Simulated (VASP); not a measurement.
# CrCuO2 (R-3m) in VASP: single point with LDA

Aim: the single point of CrCuO2 with LDA.

Everything below comes from runs of VASP 6.6.1. Logs are shortened: lines on timing, memory, paths and dates and some standing lists are left out, and cuts for length are marked.

## Step 1: The cell of the first run

The structure is trigonal, space group R-3m (No. 166). Conventional cell: a = 2.888 Å, b = 2.888 Å, c = 16.737 Å, α = 90.00°, β = 90.00°, γ = 120.00°. Cu (site symmetry -3m) has 2 O at 1.80 Å within 2.4 Å. O (site symmetry 3m) has 1 Cu at 1.80 Å and 3 Cr at 1.94 Å within 2.4 Å. Within 2.6 Å of Cr (site symmetry -3m) lie 6 O at 1.94 Å.

## Step 2: Single point, LDA, non-collinear spin, typed start, spin-orbit coupling

INCAR

```
PREC = Accurate
ENCUT = 600
EDIFF = 1E-6
ISMEAR = -1
SIGMA = 0.1
LREAL = F
LASPH = T
NELM = 200
ALGO = Normal
ISIF = 2
LWAVE = F
LCHARG = T
MAGMOM = 0 -0.288 0.958 0 0 0 0 0 0 0 -0.865 2.873
LORBIT = 11
LSORBIT = T
GGA_COMPAT = F
LORBMOM = T
LMAXMIX = 4
GGA = CA
LVHAR = T
NBANDS = 49
KPAR = 4
```

KPOINTS

```
regular mesh
0
Gamma
  7 7 7
```

POSCAR

```
CrCuO2
1.0
    1.4438960017      0.8336616113      5.5790342399
   -1.4438960017      0.8336616113      5.5790342399
    0.0000000000     -1.6672120199      5.5790189565
Cu O Cr
1 2 1
Direct
    0.0000000000      0.0000000000      0.0000000000
    0.1073487230      0.1073487230      0.1073467430
    0.8926512770      0.8926512770      0.8926532570
    0.5000000000      0.5000000000      0.5000000000
```

Potentials or basis: VASP PAW LDA potentials, release 64 (Cu, O, Cr_pv).

On the command line:

```bash
> cat potpaw_LDA.64/Cu/POTCAR potpaw_LDA.64/O/POTCAR potpaw_LDA.64/Cr_pv/POTCAR > POTCAR
> mpirun -np 4 vasp_ncl > vasp.out
```

OUTCAR:

```text
PREC = Accurate
   ENCUT = 600
   EDIFF = 1E-6
   ISMEAR = -1
   LREAL = F
   LASPH = T
   NELM = 200
   ISIF = 2
   LORBIT = 11
   LSORBIT = T
   GGA = CA

 ion  position               nearest neighbor table
   1  0.000  0.000  0.000-   2 1.80   3 1.80
   2  0.107  0.107  0.107-   1 1.80   4 1.94   4 1.94   4 1.94
   3  0.893  0.893  0.893-   1 1.80   4 1.94   4 1.94   4 1.94
   4  0.500  0.500  0.500-   2 1.94   2 1.94   3 1.94   3 1.94   2 1.94   3 1.94

  LATTYP: Found a base centered monoclinic cell.
 ALAT       =     5.0017472625
 B/A-ratio  =     0.5773566420
 C/A-ratio  =     1.1641540181
 COS(beta)  =    -0.2863187350

  Lattice vectors:

 A1 = (   1.4438960017,   2.5008736312,   0.0000152834)
 A2 = (  -1.4438960017,   2.5008736312,   0.0000152834)
 A3 = (   0.0000000000,  -1.6672120199,   5.5790189565)

Analysis of symmetry for initial positions (statically):
=====================================================================
 Subroutine PRICEL returns:
 Original cell was already a primitive cell.

 Routine SETGRP: Setting up the symmetry group for a
 base centered monoclinic supercell.

 Subroutine GETGRP returns: Found  4 space group operations
 (whereof  4 operations were pure point group operations)
 out of a pool of  4 trial point group operations.

The static configuration has the point symmetry C_2h.

Analysis of symmetry for dynamics (positions and initial velocities):
=====================================================================
 Subroutine PRICEL returns:
 Original cell was already a primitive cell.

 Routine SETGRP: Setting up the symmetry group for a
 base centered monoclinic supercell.

 Subroutine GETGRP returns: Found  4 space group operations
 (whereof  4 operations were pure point group operations)
 out of a pool of  4 trial point group operations.

The dynamic configuration has the point symmetry C_2h.

Analysis of structural, dynamic, and magnetic symmetry:
=====================================================================
 Subroutine PRICEL returns:
 Original cell was already a primitive cell.

 Routine SETGRP: Setting up the symmetry group for a
 base centered monoclinic supercell.

 Subroutine GETGRP returns: Found  2 space group operations
 (whereof  2 operations were pure point group operations)
 out of a pool of  4 trial point group operations.

The overall configuration has the point symmetry S_2 .

 Subroutine INISYM returns: Found  2 space group operations
 (whereof  2 operations are pure point group operations),
 and found     1 'primitive' translations

----------------------------------------------------------------------------------------

                                     Primitive cell

  volume of cell :      40.2918

  direct lattice vectors                    reciprocal lattice vectors
     1.443896002  0.833661611  5.579034240     0.346285328  0.199929769  0.059746224
    -1.443896002  0.833661611  5.579034240    -0.346285328  0.199929769  0.059746224
     0.000000000 -1.667212020  5.579018956     0.000000000 -0.399860633  0.059750209

  length of vectors
     5.822838689  5.822838689  5.822804173     0.404295748  0.404295748  0.404300152

  position of ions in fractional coordinates (direct lattice)
     0.000000000  0.000000000  0.000000000
     0.107348723  0.107348723  0.107346743
     0.892651277  0.892651277  0.892653257
     0.500000000  0.500000000  0.500000000

  ion indices of the primitive-cell ions
   primitive index   ion index
                 1           1
                 2           2
                 3           3
                 4           4

----------------------------------------------------------------------------------------

 KPOINTS: regular mesh

Automatic generation of k-mesh.
 Grid dimensions read from file:
[... 106 lines left out ...]
  ---------------------------------------------------
  ext. energy  EPLUGINS =         0.00000000
  ---------------------------------------------------
  free energy    TOTEN  =       -32.21641725 eV

  energy without entropy =      -32.20650700  energy(sigma->0) =      -32.21146212

 E-fermi :   7.3529     XC(G=0): -12.5651

 val. band max:        6.9962672336   @ k =   0.0000   0.4286  -0.4286
 cond. band min:       7.4534795064   @ k =  -0.1429   0.4286  -0.1429
 fundamental gap:      0.4572122728
 Fermi energy:         7.3528992424

 k-point     1 :       0.0000    0.0000    0.0000
  band No.  band energies     occupation
      1     -37.3901      1.00000
      2     -37.1452      1.00000
      3     -36.6229      1.00000
      4     -34.6309      1.00000
      5     -34.3748      1.00000
      6     -34.0440      1.00000
[... 1189 lines left out ...]
     46      13.9453      0.00000
     47      14.1151      0.00000

 [... further k-points ...]

 [bands above 47 left out]

------------------------ aborting loop because EDIFF is reached ----------------------------------------

  FORCE on cell =-STRESS in cart. coord.  units (eV):
  Direction    XX          YY          ZZ          XY          YZ          ZX
  --------------------------------------------------------------------------------------
  -------------------------------------------------------------------------------------
  Total        1.3600478      1.3599619      1.7389682     -0.0000056      0.0000035      0.0000011
  in kB       54.0814685     54.0780513     69.1490041     -0.0002245      0.0001392      0.0000440
  external PRESSURE =      59.1028413 kB  Pullay stress =       0.0000000 kB

 VOLUME and BASIS-vectors are now :
 -----------------------------------------------------------------------------
  energy-cutoff  :      600.00
  volume of cell :       40.29
      direct lattice vectors                 reciprocal lattice vectors
     1.443896002  0.833661611  5.579034240     0.346285328  0.199929769  0.059746224
    -1.443896002  0.833661611  5.579034240    -0.346285328  0.199929769  0.059746224
     0.000000000 -1.667212020  5.579018956     0.000000000 -0.399860633  0.059750209

 POSITION                                       TOTAL-FORCE (eV/Angst)
 -----------------------------------------------------------------------------------
      0.00000      0.00000      0.00000        -0.000000      0.000000     -0.000000
      0.00000      0.00002      1.79669        -0.000004     -0.000001      0.032013
      0.00000      0.00010     14.94039         0.000004      0.000001     -0.032013
      0.00000      0.00006      8.36854         0.000000      0.000000     -0.000000
 -----------------------------------------------------------------------------------
    total drift:                               -0.000000     -0.000000      0.000000

  FREE ENERGIE OF THE ION-ELECTRON SYSTEM (eV)
  ---------------------------------------------------
  free  energy   TOTEN  =       -32.2164172470 eV

  energy  without entropy=      -32.2065070029  energy(sigma->0) =      -32.21146212

 orbital moment (x)

 # of ion     p       d       tot
 ----------------------------------------
  1         0.000  -0.000  -0.000
  2        -0.000   0.000  -0.000
  3        -0.000   0.000  -0.000
  4         0.000   0.000   0.000
 ----------------------------------------
           -0.000   0.000   0.000

 orbital moment (y)

 # of ion     p       d       tot
 ----------------------------------------
  1         0.000  -0.001  -0.000
  2        -0.000   0.000  -0.000
  3        -0.000   0.000  -0.000
  4         0.000   0.009   0.009
 ----------------------------------------
           -0.000   0.009   0.008

 orbital moment (z)

 # of ion     p       d       tot
 ----------------------------------------
  1         0.000   0.001   0.001
  2         0.001   0.000   0.001
  3         0.001   0.000   0.001
  4        -0.000  -0.028  -0.028
 ----------------------------------------
            0.002  -0.027  -0.025

 Spin-Orbit-Coupling matrix elements

 Ion:    1  E_soc:     -0.0125164
 l=   1
     0.0000000    -0.0003265    -0.0001532
    -0.0003265     0.0000000    -0.0003276
    -0.0001532    -0.0003276     0.0000000
 l=   2
     0.0000000    -0.0002578     0.0000000    -0.0002579    -0.0010959
    -0.0002578     0.0000000    -0.0015410    -0.0002415    -0.0002580
     0.0000000    -0.0015410     0.0000000    -0.0015407     0.0000000
    -0.0002579    -0.0002415    -0.0015407     0.0000000    -0.0002581
    -0.0010959    -0.0002580     0.0000000    -0.0002581     0.0000000
 l=   3
     0.0000000     0.0000000     0.0000000     0.0000000     0.0000000     0.0000000     0.0000000
     0.0000000     0.0000000     0.0000000     0.0000000     0.0000000     0.0000000     0.0000000
     0.0000000     0.0000000     0.0000000     0.0000000     0.0000000     0.0000000     0.0000000
     0.0000000     0.0000000     0.0000000     0.0000000     0.0000000     0.0000000     0.0000000
[... 49 lines left out ...]
 l=   2
     0.0000000    -0.0001292     0.0000000    -0.0000956    -0.0003845
    -0.0001292     0.0000000    -0.0004937    -0.0001340    -0.0000971
     0.0000000    -0.0004937     0.0000000    -0.0004733     0.0000000
    -0.0000956    -0.0001340    -0.0004733     0.0000000    -0.0000682
    -0.0003845    -0.0000971     0.0000000    -0.0000682     0.0000000
 l=   3
     0.0000000     0.0000000     0.0000000     0.0000000     0.0000000     0.0000000     0.0000000
     0.0000000     0.0000000     0.0000000     0.0000000     0.0000000     0.0000000     0.0000000
     0.0000000     0.0000000     0.0000000     0.0000000     0.0000000     0.0000000     0.0000000
     0.0000000     0.0000000     0.0000000     0.0000000     0.0000000     0.0000000     0.0000000
     0.0000000     0.0000000     0.0000000     0.0000000     0.0000000     0.0000000     0.0000000
     0.0000000     0.0000000     0.0000000     0.0000000     0.0000000     0.0000000     0.0000000
     0.0000000     0.0000000     0.0000000     0.0000000     0.0000000     0.0000000     0.0000000

 total charge

# of ion       s       p       d       tot
------------------------------------------
    1        0.465   0.379   9.224  10.068
    2        1.540   3.522   0.000   5.063
    3        1.540   3.522   0.000   5.063
    4        0.316   6.408   4.234  10.958
--------------------------------------------------
tot          3.862  13.831  13.458  31.151

 magnetization (x)

# of ion       s       p       d       tot
------------------------------------------
    1       -0.000  -0.000  -0.000  -0.000
    2        0.000  -0.000   0.000  -0.000
    3        0.000  -0.000   0.000  -0.000
    4       -0.000  -0.000  -0.002  -0.002
--------------------------------------------------
tot         -0.000  -0.000  -0.002  -0.002

 magnetization (y)

# of ion       s       p       d       tot
------------------------------------------
    1       -0.007  -0.004  -0.005  -0.016
    2        0.000  -0.006   0.000  -0.006
    3        0.000  -0.006   0.000  -0.006
    4       -0.008  -0.006  -0.773  -0.787
--------------------------------------------------
tot         -0.014  -0.022  -0.778  -0.814

 magnetization (z)

# of ion       s       p       d       tot
------------------------------------------
    1        0.023   0.013   0.016   0.052
    2       -0.001   0.020   0.000   0.019
    3       -0.001   0.020   0.000   0.019
    4        0.027   0.021   2.568   2.616
--------------------------------------------------
tot          0.048   0.075   2.584   2.706
```

Wall time 11 min (4 MPI ranks of Intel Xeon 6975P-C (Granite Rapids), shared host); peak memory 1 GiB.

What came out:

```yaml
Free_energy: -32.2164 eV
Pressure: 5.9 GPa
Largest_force: 0.032 eV/Å
Net_moment: 2.98 μB per cell
Valence_electrons_inside_the_program's_atomic_spheres: Cu 10.07; O 5.06; Cr 10.96
```

Forces in eV/Å, atoms in the order of the input:
```
Cu   0.000  0.000  0.000
O    0.000  0.000  0.032
O    0.000  0.000 -0.032
Cr   0.000  0.000  0.000
```

Moments on the atoms (μB; x, y, z):
```
Cu   0.00 -0.02  0.05
O    0.00 -0.01  0.02
O    0.00 -0.01  0.02
Cr   0.00 -0.79  2.62
```

Caveat: the k points lie up to 0.36 Å⁻¹ apart.
